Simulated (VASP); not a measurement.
Here is a VASP 6.6.1 calculation.

Contents of INCAR:

```
PREC = Accurate ; ENCUT = 600
EDIFF = 1E-6 ; ISMEAR = 0
SIGMA = 0.02 ; LREAL = F
LASPH = T ; NELM = 120
ALGO = Normal ; ISIF = 2
LWAVE = F ; LCHARG = F
GGA = PE ; NBANDS = 11
GGA_COMPAT = F
```

Contents of KPOINTS:

```
regular mesh
0
Gamma
  16 16 16
```

File POSCAR:

```
SiC
1.0
    0.0000000000      1.8992836160      1.8992836160
    1.8992836160      0.0000000000      1.8992836160
    1.8992836160      1.8992836160      0.0000000000
C Si
1 1
Direct
    0.0000000000      0.0000000000      0.0000000000
    0.5000000000      0.5000000000      0.5000000000
```

Potentials or basis: VASP PAW PBE potentials, release 64 (C, Si).

Launch:

```console
$ cat potpaw_PBE.64/C/POTCAR potpaw_PBE.64/Si/POTCAR > POTCAR
$ mpirun -np 1 vasp_std > vasp.out
```

(1) Estimate the pressure.

(2) Predict the band gap on the k mesh.

Results:

(1) 74.7 GPa.

(2) 0.44 eV, indirect (least direct gap 5.57 eV).
